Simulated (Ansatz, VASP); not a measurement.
## Mo: VASP beside Ansatz

INCAR

```
SYSTEM = Mo
  PREC = Accurate
  ENCUT = 520
  EDIFF = 1E-6
  ISMEAR = 1
  SIGMA = 0.1
  LREAL = .False.
  LASPH = .True.
  NELM = 80
  ALGO = Normal
  ISIF = 2
  LWAVE = .False.
  LCHARG = .False.
  GGA = PS
  NBANDS = 43
```

KPOINTS

```
Automatic mesh
0
Gamma
  16 16 1
  0 0 0
```

The input POSCAR:

```
Mo
1.0
    2.7149896409      0.0000000000      0.0000000000
   -0.9049965470      2.5597167812      0.0000000000
    0.0000000000      0.0000000000     20.8671190361
Mo
5
Direct
    0.0000000000      0.0000000000      0.2875337026
    0.5000000000      0.5000000000      0.3937668513
    0.0000000000      0.0000000000      0.5000000000
    0.5000000000      0.5000000000      0.6062331487
    0.0000000000      0.0000000000      0.7124662974
```

Input for Ansatz:

```yaml
crystal:
  lattice:
    - [2.7149896409, 0.0, 0.0]
    - [-0.904996547, 2.5597167812, 0.0]
    - [0.0, 0.0, 20.8671190361]
  atoms:
    - { symbol: Mo, position: [0.0, 0.0, 0.2875337026] }
    - { symbol: Mo, position: [0.5, 0.5, 0.3937668513] }
    - { symbol: Mo, position: [0.0, 0.0, 0.5] }
    - { symbol: Mo, position: [0.5, 0.5, 0.6062331487] }
    - { symbol: Mo, position: [0.0, 0.0, 0.7124662974] }
scf:
  occupations: { method: methfessel_paxton, width: 0.1 }
output:
  forces: true
  stress: false
  eigenvalues: true
  write_density: true
  write_potential: true
  elf: true
  volumetric_format: npy
hamiltonian:
  xc: pbesol
kpoints:
  mp_grid: { grid: [16, 16, 1] }
```

Alike in both runs: task single point; functional PBEsol; k mesh 16 × 16 × 1; occupations methfessel-paxton of order 1, width 0.1 eV; no spin polarisation.

```csv
,VASP,Ansatz
version,VASP 6.6.1,Ansatz 0.2.0
potentials or method,"VASP PAW PBE potentials, release 64 (Mo_sv)","scalar-relativistic, plane waves, PAW"
plane-wave cutoff (eV),520,420
valence electrons in the cell,70,70
```

```tsv
	VASP	Ansatz	Ansatz less VASP
gap on the k mesh at the Fermi level (eV)	none	none	-
rms of the force components (eV/Å)	0.369	0.374	+0.0051
```

VASP's potentials were made for PBE, not for PBEsol. Atom by atom the forces differ by 0.008 eV/Å (rms over components). A gap of «none» marks a metal or a gap that the smearing closes. Ansatz's warnings: xc potential rough in thin density.
